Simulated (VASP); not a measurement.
# GaP (F-43m) in VASP: settings compared, part 2 of 2

VASP 6.6.1. Earlier steps stand in the parts before.

## 3. Single point, r2SCAN

The input, POSCAR:

```
GaP
1.0
    0.0000000000      2.7253992985      2.7253992985
    2.7253992985      0.0000000000      2.7253992985
    2.7253992985      2.7253992985      0.0000000000
Ga P
1 1
Direct
    0.0000000000      0.0000000000      0.0000000000
    0.2500000000      0.2500000000      0.2500000000
```

The input, INCAR.step1:

```
  PREC = Accurate
  ENCUT = 520
  ISMEAR = -1
  SIGMA = 0.02
  LREAL = False
  LASPH = True
  NELM = 100
  NBANDS = 16
  GGA = PE
  ALGO = Normal
  EDIFF = 1E-4
  LWAVE = True
  LCHARG = False
```

The input, INCAR.step2:

```
  PREC = Accurate
  ENCUT = 520
  EDIFF = 1E-6
  ISMEAR = -1
  SIGMA = 0.02
  LREAL = False
  LASPH = True
  NELM = 100
  ALGO = Normal
  ISIF = 2
  LWAVE = False
  LCHARG = True
  METAGGA = R2SCAN
  LMIXTAU = True
  LELF = True
  LVHAR = True
  NBANDS = 16
  ISTART = 1
```

The input, KPOINTS:

```
Automatic mesh
0
Gamma
  8 8 8
```

Potentials or basis: VASP PAW PBE potentials, release 64 (Ga_d, P).

The run is started by

```
$ cat potpaw_PBE.64/Ga_d/POTCAR potpaw_PBE.64/P/POTCAR > POTCAR
$ cp INCAR.step1 INCAR
$ mpirun -np 1 vasp_std > vasp.out
$ cp INCAR.step2 INCAR
$ mpirun -np 1 vasp_std > vasp.out
```

Run time: 2 min. Hardware: 1 thread of Intel Xeon 8259CL, shared host; peak memory 0.18 GiB.

Results (log left out):

```
Free energy            : -21.4631 eV
Pressure               : 0.0 GPa
Band gap on the k mesh : 1.90 eV (least direct gap 2.34 eV)
```

Levels at points of the mesh, in eV from the valence-band top:
```tsv
k point	band 7	band 8	band 9	band 10	band 11	band 12
(0.00, 0.00, 0.00)	0.00	0.00	0.00	2.34	4.19	4.19
(0.50, 0.00, 0.00)	-6.84	-1.17	-1.17	2.04	5.06	5.06
(0.50, 0.50, 0.00)	-6.96	-2.80	-2.80	1.91	2.10	11.35
```

Caveat: the PAW data sets were made with another functional, which shifts forces and pressure a little. A k mesh can miss the band edges.

## 4. Relaxation of cell and atoms, r2SCAN

This run uses another cell than the first one, of 20.87 Å³/atom.

The input, POSCAR:

```
GaP
1.0
    0.0000000000      2.7530041247      2.7530041247
    2.7530041247      0.0000000000      2.7530041247
    2.7530041247      2.7530041247      0.0000000000
Ga P
1 1
Direct
    0.0000000000      0.0000000000      0.0000000000
    0.2500000000      0.2500000000      0.2500000000
```

The input, INCAR.step1:

```
ALGO = Normal
EDIFF = 1E-4
ENCUT = 600
GGA = PE
ISMEAR = -1
LASPH = True
LCHARG = False
LREAL = False
LWAVE = True
NELM = 80
PREC = Accurate
SIGMA = 0.02
```

The input, INCAR.step2:

```
ALGO = Normal
EDIFF = 1E-6
EDIFFG = -0.005
ENCUT = 600
IBRION = 2
ISIF = 3
ISMEAR = -1
ISTART = 1
LASPH = True
LCHARG = False
LMIXTAU = True
LREAL = False
LWAVE = False
METAGGA = R2SCAN
NELM = 80
NSW = 80
PREC = Accurate
SIGMA = 0.02
```

The input, KPOINTS:

```
k-points
0
Gamma
  8 8 8
```

Potentials or basis: VASP PAW PBE potentials, release 64 (Ga_d, P).

The run is started by

```
$ cat potpaw_PBE.64/Ga_d/POTCAR potpaw_PBE.64/P/POTCAR > POTCAR
$ cp INCAR.step1 INCAR
$ mpirun -np 1 vasp_std > vasp.out
$ cp INCAR.step2 INCAR
$ mpirun -np 1 vasp_std > vasp.out
```

OUTCAR:

```text
EDIFF = 1E-6
   EDIFFG = -0.005
   ENCUT = 600
   IBRION = 2
   ISIF = 3
   ISMEAR = -1
   ISTART = 1
   LASPH = True
   LREAL = False
   METAGGA = R2SCAN
   NELM = 80
   NSW = 80
   PREC = Accurate

 ion  position               nearest neighbor table
   1  0.000  0.000  0.000-   2 2.38   2 2.38   2 2.38   2 2.38
   2  0.250  0.250  0.250-   1 2.38   1 2.38   1 2.38   1 2.38

  LATTYP: Found a face centered cubic cell.
 ALAT       =     5.5060082494

  Lattice vectors:

 A1 = (   0.0000000000,   2.7530041247,   2.7530041247)
 A2 = (   2.7530041247,   0.0000000000,   2.7530041247)
 A3 = (   2.7530041247,   2.7530041247,   0.0000000000)

Analysis of symmetry for initial positions (statically):
[... 445 lines left out ...]
      2     -10.5222      2.00000
      3     -10.5222      2.00000
      4     -10.4088      2.00000
      5     -10.4088      2.00000
      6      -8.5573      2.00000
      7       4.4696      2.00000
      8       4.4697      2.00000
      9       4.4697      2.00000
     10       6.8204      0.00000
     11       8.6605      0.00000
     12       8.6606      0.00000
     13       8.6606      0.00000
[... 354 lines left out ...]
  band No.  band energies     occupation
      1     -10.6229      2.00000
      2     -10.4874      2.00000
      3     -10.4755      2.00000
      4     -10.4143      2.00000
      5     -10.4011      2.00000
      6      -5.9700      2.00000
      7      -2.1484      2.00000
      8       1.1786      2.00000
      9       2.4578      2.00000
     10       8.2965      0.00000
     11       9.1171      0.00000
     12      11.3941      0.00000
     13      12.9088      0.00000

 [... further k-points ...]

------------------------ aborting loop because EDIFF is reached ----------------------------------------

  FORCE on cell =-STRESS in cart. coord.  units (eV):
  Direction    XX          YY          ZZ          XY          YZ          ZX
  --------------------------------------------------------------------------------------
  -------------------------------------------------------------------------------------
  Total       -0.0093820     -0.0093820     -0.0093820      0.0000000      0.0000000      0.0000000
  in kB       -0.3715997     -0.3715997     -0.3715997      0.0000000      0.0000000      0.0000000
  external PRESSURE =      -0.3715997 kB  Pullay stress =       0.0000000 kB
[... 17 lines left out ...]
  FREE ENERGIE OF THE ION-ELECTRON SYSTEM (eV)
  ---------------------------------------------------
  free  energy   TOTEN  =       -21.4646985649 eV

  energy  without entropy=      -21.4646985649  energy(sigma->0) =      -21.46469856

 reached required accuracy - stopping structural energy minimisation
```

OSZICAR.step1:

```text
N       E                     dE             d eps       ncg     rms          rms(c)
DAV:   1     0.851046410140E+02    0.85105E+02   -0.99116E+03   754   0.211E+03
DAV:   2    -0.245912360007E+01   -0.87564E+02   -0.84237E+02   819   0.354E+02
DAV:   3    -0.925257481223E+01   -0.67935E+01   -0.67607E+01   939   0.793E+01
DAV:   4    -0.938396182659E+01   -0.13139E+00   -0.13132E+00   923   0.120E+01
DAV:   5    -0.938636980632E+01   -0.24080E-02   -0.24078E-02   930   0.140E+00    0.410E+00
DAV:   6    -0.914910013218E+01    0.23727E+00   -0.46691E-01  1123   0.125E+01    0.269E+00
DAV:   7    -0.912463887819E+01    0.24461E-01   -0.10945E-01   960   0.240E+00    0.109E+00
DAV:   8    -0.912495567370E+01   -0.31680E-03   -0.14223E-02   884   0.178E+00    0.155E-01
DAV:   9    -0.912533587555E+01   -0.38020E-03   -0.15789E-03   976   0.696E-01    0.906E-02
DAV:  10    -0.912540089613E+01   -0.65021E-04   -0.10135E-04   612   0.123E-01
   1 F= -.91254009E+01 E0= -.91254009E+01  d E =-.188084E-10
```

Wall time 6 min (1 thread of Intel Xeon 8259CL, shared host); peak memory 0.21 GiB.

What came out:

```yaml
Free_energy: -21.4647 eV
Relaxed_volume: 20.23 Å³/atom
Relaxed_cell: a = 3.853 Å, b = 3.853 Å, c = 3.853 Å, α = 60.00°, β = 60.00°, γ = 60.00°
Space_group_after_relaxing_to_0.1_Å: F-43m (No. 216)
Energy_gained_by_relaxing: 5.3 meV/atom
Ionic_steps: 8
Pressure_after_relaxing: 0.0 GPa
Band_gap_on_the_k_mesh: 1.90 eV (least direct gap 2.35 eV)
```

Step by step:
```tsv
step	energy change (eV)	largest force (eV/Å)	pressure (GPa)	volume (Å³)
1	0.0000	0.0000	-2.50	41.73
2	-0.0075	0.0000	1.45	39.80
3	-0.0106	0.0000	-0.78	40.44
4	-0.0102	0.0000	0.75	40.21
5	-0.0105	0.0000	0.19	40.32
6	-0.0105	0.0000	0.20	40.35
7	-0.0106	0.0000	0.08	40.40
8	-0.0106	0.0000	-0.04	40.45
```

Final structure:
```yaml
crystal:
  lattice:
    - [0.00000, 2.72459, 2.72459]
    - [2.72459, 0.00000, 2.72459]
    - [2.72459, 2.72459, 0.00000]
  atoms:
    - { symbol: Ga, position: [0.00000, 0.00000, 0.00000] }
    - { symbol: P, position: [0.25000, 0.25000, 0.25000] }
```

Levels at points of the mesh, in eV from the valence-band top:
| k point | band 5 | band 6 | band 7 | band 8 | band 9 | band 10 | band 11 | band 12 | band 13 |
| --- | --- | --- | --- | --- | --- | --- | --- | --- | --- |
| (0.00, 0.00, 0.00) | -14.88 | -13.03 | 0.00 | 0.00 | 0.00 | 2.35 | 4.19 | 4.19 | 4.19 |
| (0.50, 0.00, 0.00) | -14.87 | -10.86 | -6.85 | -1.17 | -1.17 | 2.04 | 5.06 | 5.06 | 8.83 |
| (0.50, 0.50, 0.00) | -14.86 | -9.93 | -6.96 | -2.80 | -2.80 | 1.91 | 2.10 | 11.36 | 11.36 |

Caveat: the PAW data sets were made with another functional, which shifts forces and pressure a little. A k mesh can miss the band edges.

## 5. Single point, PBE, non-collinear spin, zero start, spin-orbit coupling

The input, INCAR:

```
PREC = Accurate
ENCUT = 520
EDIFF = 1E-6
ISMEAR = 0
SIGMA = 0.01
LREAL = False
LASPH = True
NELM = 150
ALGO = Normal
ISIF = 2
LWAVE = False
LCHARG = False
MAGMOM = 0 0 0 0 0 0
LORBIT = 11
LSORBIT = True
GGA_COMPAT = False
LORBMOM = True
GGA = PE
NBANDS = 30
```

The input, KPOINTS:

```
Automatic mesh
0
Gamma
  8 8 8
```

The input, POSCAR:

```
GaP
1.0
    0.0000000000      2.7253992985      2.7253992985
    2.7253992985      0.0000000000      2.7253992985
    2.7253992985      2.7253992985      0.0000000000
Ga P
1 1
Direct
    0.0000000000      0.0000000000      0.0000000000
    0.2500000000      0.2500000000      0.2500000000
```

The run is started by

```
$ cat potpaw_PBE.64/Ga_d/POTCAR potpaw_PBE.64/P/POTCAR > POTCAR
$ mpirun -np 1 vasp_ncl > vasp.out
```

It took 3 min on 1 thread of Intel Xeon 8259CL, shared host; peak memory 0.31 GiB.

It converged, with:

| Item | Value |
| --- | --- |
| Free energy | -9.1225 eV |
| Pressure | 2.4 GPa |
| Net moment | 0.00 μB per cell |
| Valence electrons inside the program's atomic spheres | Ga 11.72; P 2.54 |

Moments on the atoms (μB; x, y, z):
```
Ga  0.00 0.00 0.00
P   0.00 0.00 0.00
```

## 6. The runs side by side

| task | level | spin | cell | cutoff (eV) | smearing | gap on the mesh (eV) | pressure (GPa) |
| --- | --- | --- | --- | --- | --- | --- | --- |
| single point | PBE | off | a = 3.854 Å, angles 60.0°, 2 atoms | 520 | fermi-dirac 0.02 eV | 1.64 | 2.5 |
| single point | r2SCAN | off | a = 3.854 Å, angles 60.0°, 2 atoms | 520 | fermi-dirac 0.02 eV | 1.90 | 0.0 |
| relaxation of cell and atoms | r2SCAN | off | relaxed from a = 3.893 Å, angles 60.0°, 2 atoms | 600 | fermi-dirac 0.02 eV | 1.90 | 0.0 |
| single point | PBE | non-collinear, zero start, SOC | a = 3.854 Å, angles 60.0°, 2 atoms | 520 | gaussian 0.01 eV | - | 2.4 |

Alike in all rows: potentials or basis VASP PAW PBE potentials, release 64 (Ga_d, P); k mesh 8 × 8 × 8.

The pressure there spans 0.0 GPa (r2SCAN) to 2.5 GPa (PBE); a positive pressure means that this level wants a larger cell, a negative one a smaller.

Caveats: the PAW data sets were made with another functional, which shifts forces and pressure a little (at least some runs).

Total energies depend on the potentials used, so only differences within one code and one set of settings carry meaning.
